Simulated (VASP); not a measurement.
# Ta2H3 (P-3m1) in VASP: single point with PBE

Aim: the single point of Ta2H3 with PBE.

All numbers are computed with VASP 6.6.1; they aren't measurements. Logs are shortened: lines on timing, memory, paths and dates and some standing lists are left out, and cuts for length are marked.

## (1) The cell of the first run

Symmetry: P-3m1, No. 164, trigonal system. The conventional cell has a = 3.063 Å, b = 3.063 Å, c = 5.367 Å, α = 90.00°, β = 90.00°, γ = 120.00°. Ta (site symmetry 3m) has 7 H at 1.96 to 2.17 Å within 2.6 Å. H (site symmetry 3m) has 4 Ta at 1.96 to 2.01 Å and 3 H at 2.11 Å within 2.6 Å. Within 2.9 Å of H (site symmetry -3m) lie 6 Ta at 2.17 Å and 6 H at 2.75 Å.

## (2) Single point, PBE

Input file INCAR:

```
SYSTEM = Ta2H3
  ALGO = Normal
  EDIFF = 1E-7
  ENCUT = 520
  GGA = PE
  ISIF = 2
  ISMEAR = 0
  LASPH = .True.
  LCHARG = .False.
  LREAL = .False.
  LWAVE = .False.
  NBANDS = 20
  NELM = 80
  PREC = Accurate
  SIGMA = 0.1
```

Input file KPOINTS:

```
k-points
0
Gamma
  12 12 8
  0 0 0
```

Input file POSCAR:

```
Ta2H3
1.0
    3.0634798627      0.0000000000      0.0000000000
   -1.5317399314      2.6530513851      0.0000000000
    0.0000000000      0.0000000000      5.3668561681
Ta H
2 3
Direct
    0.6666666667      0.3333333333      0.7663911870
    0.3333333333      0.6666666667      0.2336088130
    0.6666666667      0.3333333333      0.3927670417
    0.3333333333      0.6666666667      0.6072329583
    0.0000000000      0.0000000000      0.0000000000
```

Potentials or basis: VASP PAW PBE potentials, release 64 (Ta_pv, H).

Command:

```bash
$ cat potpaw_PBE.64/Ta_pv/POTCAR potpaw_PBE.64/H/POTCAR > POTCAR
$ mpirun -np 1 vasp_std > vasp.out
```

OUTCAR:

```text
SYSTEM = Ta2H3
   EDIFF = 1E-7
   ENCUT = 520
   GGA = PE
   ISIF = 2
   ISMEAR = 0
   LASPH = .True.
   LREAL = .False.
   NELM = 80
   PREC = Accurate

 ion  position               nearest neighbor table
   1  0.667  0.333  0.766-   4 1.96   4 1.96   4 1.96   3 2.01   5 2.17   5 2.17   5 2.17   2 3.07
                             2 3.07   2 3.07   2 3.36   2 3.36   2 3.36
   2  0.333  0.667  0.234-   3 1.96   3 1.96   3 1.96   4 2.01   5 2.17   5 2.17   5 2.17   1 3.07
                             1 3.07   1 3.07   1 3.36   1 3.36   1 3.36
   3  0.667  0.333  0.393-   2 1.96   2 1.96   2 1.96   1 2.01
   4  0.333  0.667  0.607-   1 1.96   1 1.96   1 1.96   2 2.01
   5  0.000  0.000  0.000-   2 2.17   1 2.17   2 2.17   1 2.17   2 2.17   1 2.17

  LATTYP: Found a hexagonal cell.
 ALAT       =     3.0634798627
 C/A-ratio  =     1.7518823066

  Lattice vectors:

 A1 = (   3.0634798627,   0.0000000000,   0.0000000000)
 A2 = (  -1.5317399314,   2.6530513851,   0.0000000000)
 A3 = (   0.0000000000,   0.0000000000,   5.3668561681)

Analysis of symmetry for initial positions (statically):
=====================================================================
 Subroutine PRICEL returns:
 Original cell was already a primitive cell.

 Routine SETGRP: Setting up the symmetry group for a
 hexagonal supercell.

 Subroutine GETGRP returns: Found 12 space group operations
 (whereof 12 operations were pure point group operations)
 out of a pool of 24 trial point group operations.

The static configuration has the point symmetry D_3d.

Analysis of symmetry for dynamics (positions and initial velocities):
=====================================================================
 Subroutine PRICEL returns:
 Original cell was already a primitive cell.

 Routine SETGRP: Setting up the symmetry group for a
 hexagonal supercell.

 Subroutine GETGRP returns: Found 12 space group operations
 (whereof 12 operations were pure point group operations)
 out of a pool of 24 trial point group operations.

The dynamic configuration has the point symmetry D_3d.

 Subroutine INISYM returns: Found 12 space group operations
 (whereof 12 operations are pure point group operations),
 and found     1 'primitive' translations

----------------------------------------------------------------------------------------

                                     Primitive cell

  volume of cell :      43.6195

  direct lattice vectors                    reciprocal lattice vectors
     3.063479863  0.000000000  0.000000000     0.326426171  0.188462237  0.000000000
    -1.531739931  2.653051385  0.000000000     0.000000000  0.376924475  0.000000000
     0.000000000  0.000000000  5.366856168     0.000000000  0.000000000  0.186328824

  length of vectors
     3.063479863  3.063479863  5.366856168     0.376924475  0.376924475  0.186328824

  position of ions in fractional coordinates (direct lattice)
     0.666666667  0.333333333  0.766391187
     0.333333333  0.666666667  0.233608813
     0.666666667  0.333333333  0.392767042
     0.333333333  0.666666667  0.607232958
     0.000000000  0.000000000  0.000000000

  ion indices of the primitive-cell ions
   primitive index   ion index
                 1           1
                 2           2
                 3           3
                 4           4
                 5           5

----------------------------------------------------------------------------------------

 KPOINTS: k-points

Automatic generation of k-mesh.
 Grid dimensions read from file:
 generate k-points for:   12   12    8

 Generating k-lattice:

  Cartesian coordinates                     Fractional coordinates (reciprocal lattice)
     0.027202181  0.015705186  0.000000000     0.083333333 -0.000000000  0.000000000
     0.000000000  0.031410373  0.000000000     0.000000000  0.083333333  0.000000000
     0.000000000  0.000000000  0.023291103     0.000000000  0.000000000  0.125000000

  Length of vectors
     0.031410373  0.031410373  0.023291103

  Shift w.r.t. Gamma in fractional coordinates (k-lattice)
     0.000000000  0.000000000  0.000000000

 Subroutine IBZKPT returns following result:
 ===========================================

 Found    131 irreducible k-points:

 Following reciprocal coordinates:
            Coordinates               Weight
  0.000000  0.000000  0.000000      1.000000
  0.083333  0.000000  0.000000      6.000000
  0.166667  0.000000  0.000000      6.000000
  0.250000  0.000000  0.000000      6.000000
  0.333333  0.000000  0.000000      6.000000
  0.416667 -0.000000  0.000000      6.000000
[... 16 lines left out ...]
  0.166667  0.000000  0.125000      6.000000
  0.000000  0.166667  0.125000      6.000000
 [... further k-points ...]
   k-points           NKPTS =    131   k-points in BZ     NKDIM =    131   number of bands    NBANDS=     20
   number of dos      NEDOS =    301   number of ions     NIONS =      5
   total plane-waves  NPLWV =  23040
   dimension x,y,z NGX =    24 NGY =   24 NGZ =   40
   dimension x,y,z NGXF=    48 NGYF=   48 NGZF=   80
   ions per type =               2   3
   NGX,Y,Z   is equivalent  to a cutoff of  13.02, 13.02, 12.39 a.u.
   NGXF,Y,Z  is equivalent  to a cutoff of  26.05, 26.05, 24.78 a.u.
 SYSTEM =  Ta2H3
   PREC   = accura    normal or accurate (medium, high low for compatibility)
   ISTART =      0    job   : 0-new  1-cont  2-samecut
   ICHARG =      2    charge: 1-file 2-atom 10-const
   ISPIN  =      1    spin polarized calculation?
   LNONCOLLINEAR =      F non collinear calculations
   LSORBIT =      F    spin-orbit coupling
   LASPH  =      T    aspherical Exc in radial PAW
   ENCUT  =  520.0 eV  38.22 Ry    6.18 a.u.   5.70  5.70  9.98*2*pi/ulx,y,z
   NELM   =     80;   NELMIN=  2; NELMDL= -5     # of ELM steps
   EDIFF  = 0.1E-06   stopping-criterion for ELM
   LREAL  =      F    real-space projection
   EDIFFG = 0.1E-05   stopping-criterion for IOM
   NSW    =      0    number of steps for IOM
   IBRION =     -1    ionic relax: 0-MD 1-quasi-New 2-CG
   NFREE  =      0    steps in history (QN), initial steepest desc. (CG)
   ISIF   =      2    stress and relaxation
   ISYM   =      2    0-nonsym 1-usesym 2-fastsym
   POTIM  = 0.5000    time-step for ionic-motion
   TEBEG  =    0.0;   TEEND  =   0.0 temperature during run
   PSTRESS=    0.0 pullay stress
   NELECT =      25.0000    total number of electrons
   NUPDOWN=      -1.0000    fix difference up-down
   EMIN   =  10.00;   EMAX   =-10.00  energy-range for DOS
   EFERMI =   0.00;   METHOD = LEGACY
   ISMEAR =     0;   SIGMA  =   0.10  broadening in eV -4-tet -1-fermi 0-gaus
   EFERMI_NEDOS =   21; number of points for ismear=-14 and -15
   IALGO  =     38    algorithm
   IMIX   =      4    mixing-type and parameters
     AMIX     =   0.40;   BMIX     =  1.00
     AMIX_MAG =   1.60;   BMIX_MAG =  1.00
  volume/ion in A,a.u.               =       8.72        58.87
  Fermi-wavevector in a.u.,A,eV,Ry     =   1.359861  2.569765 25.160203  1.849223
  Thomas-Fermi vector in A             =   2.486573
   LORBIT       =      0    0 simple, 1 ext, 2 COOP (PROOUT), +10 PAW based schemes
   GGA     = PE    functional components
   LHFCALC =     F    Hartree Fock is set to
   AEXX    =    0.0000 exact exchange contribution
   IVDW    =     0    specifies the selected vdW correction
   LEPSILON=     F    determine dielectric tensor
   LRPA    =     F    only Hartree local field effects (RPA)
 non-spin polarized calculation
 Gauss-broadening in eV      SIGMA  =   0.10
  energy-cutoff  :      520.00
  volume of cell :       43.62
 maximum number of plane-waves:      1196
 NGX is ok and might be reduce to    24
   NGX = 11   NGY = 11   NGZ = 19

 number of electron      25.0000006 magnetization

 Free energy of the ion-electron system (eV)
  ---------------------------------------------------
  ext. energy  EPLUGINS =         0.00000000
  ---------------------------------------------------
  free energy    TOTEN  =       -34.19693600 eV

  energy without entropy =      -34.18470046  energy(sigma->0) =      -34.19081823

 E-fermi :   5.9379     XC(G=0): -12.3696

 val. band max:        5.9296058046   @ k =   0.4167  -0.0000   0.2500
 cond. band min:       5.9416739956   @ k =   0.0833   0.0833   0.2500
 fundamental gap:      0.0120681910
 Fermi energy:         5.9379206123

 k-point     1 :       0.0000    0.0000    0.0000
  band No.  band energies     occupation
      1     -29.1138      2.00000
      2     -28.4908      2.00000
      3     -28.3854      2.00000
      4     -28.3854      2.00000
      5     -28.3156      2.00000
      6     -28.3156      2.00000
[... 12 lines left out ...]
     19       9.5748      0.00000
     20      11.9441      0.00000

 k-point     2 :       0.0833    0.0000    0.0000
  band No.  band energies     occupation
      1     -29.0977      2.00000
      2     -28.4988      2.00000
      3     -28.4252      2.00000
      4     -28.3980      2.00000
      5     -28.3621      2.00000
      6     -28.3234      2.00000
[... 12 lines left out ...]
     19      10.2489      0.00000
     20      11.9439      0.00000

 k-point     3 :       0.1667    0.0000    0.0000
  band No.  band energies     occupation
      1     -29.0522      2.00000
      2     -28.5706      2.00000
      3     -28.4927      2.00000
      4     -28.4779      2.00000
      5     -28.4314      2.00000
      6     -28.3451      2.00000
[... 12 lines left out ...]
     19      11.4165      0.00000
     20      11.9338      0.00000

 k-point     4 :       0.2500    0.0000    0.0000
  band No.  band energies     occupation
      1     -28.9861      2.00000
      2     -28.7291      2.00000
      3     -28.6474      2.00000
      4     -28.5091      2.00000
      5     -28.4757      2.00000
      6     -28.3757      2.00000
[... 429 lines left out ...]
 k-point    23 :       0.1667    0.0000    0.1250
  band No.  band energies     occupation
      1     -29.0356      2.00000
      2     -28.5847      2.00000
      3     -28.5022      2.00000
      4     -28.4724      2.00000
      5     -28.4290      2.00000
      6     -28.3476      2.00000
[... 12 lines left out ...]
     19      11.1340      0.00000
     20      12.3024      0.00000

 k-point    24 :       0.0000    0.1667    0.1250
  band No.  band energies     occupation
      1     -29.0362      2.00000
      2     -28.5739      2.00000
      3     -28.5239      2.00000
      4     -28.4609      2.00000
      5     -28.4289      2.00000
      6     -28.3477      2.00000
[... 12 lines left out ...]
     19      11.4225      0.00000
     20      11.8604      0.00000

 [... further k-points ...]
[... 5 lines left out ...]
  --------------------------------------------------------------------------------------
  -------------------------------------------------------------------------------------
  Total        0.0288931      0.0288931      0.0453402     -0.0000000     -0.0000000      0.0000000
  in kB        1.0612659      1.0612659      1.6653786     -0.0000000     -0.0000000      0.0000000
  external PRESSURE =       1.2626368 kB  Pullay stress =       0.0000000 kB

 VOLUME and BASIS-vectors are now :
 -----------------------------------------------------------------------------
  energy-cutoff  :      520.00
  volume of cell :       43.62
      direct lattice vectors                 reciprocal lattice vectors
     3.063479863  0.000000000  0.000000000     0.326426171  0.188462237  0.000000000
    -1.531739931  2.653051385  0.000000000     0.000000000  0.376924475  0.000000000
     0.000000000  0.000000000  5.366856168     0.000000000  0.000000000  0.186328824

 POSITION                                       TOTAL-FORCE (eV/Angst)
 -----------------------------------------------------------------------------------
      1.53174      0.88435      4.11311         0.000000      0.000000      0.012233
     -0.00000      1.76870      1.25374        -0.000000     -0.000000     -0.012233
      1.53174      0.88435      2.10792         0.000000     -0.000000      0.000240
     -0.00000      1.76870      3.25893        -0.000000      0.000000     -0.000240
      0.00000      0.00000      0.00000        -0.000000      0.000000      0.000000
 -----------------------------------------------------------------------------------
    total drift:                                0.000000     -0.000000      0.000000

  FREE ENERGIE OF THE ION-ELECTRON SYSTEM (eV)
  ---------------------------------------------------
  free  energy   TOTEN  =       -34.1969359963 eV

  energy  without entropy=      -34.1847004554  energy(sigma->0) =      -34.19081823
```

Wall time 2.3 min (1 thread of AMD EPYC, shared host); peak memory 0.2 GiB.

What came out:

```
Free energy   : -34.1969 eV
Pressure      : 0.1 GPa
Largest force : 0.012 eV/Å
```

Forces on the atoms (eV/Å):
```
Ta   0.000  0.000  0.012
Ta   0.000  0.000 -0.012
H    0.000  0.000  0.000
H    0.000  0.000  0.000
H    0.000  0.000  0.000
```

Caveat: spin-orbit coupling is left out, which moves the levels of the heavy elements.
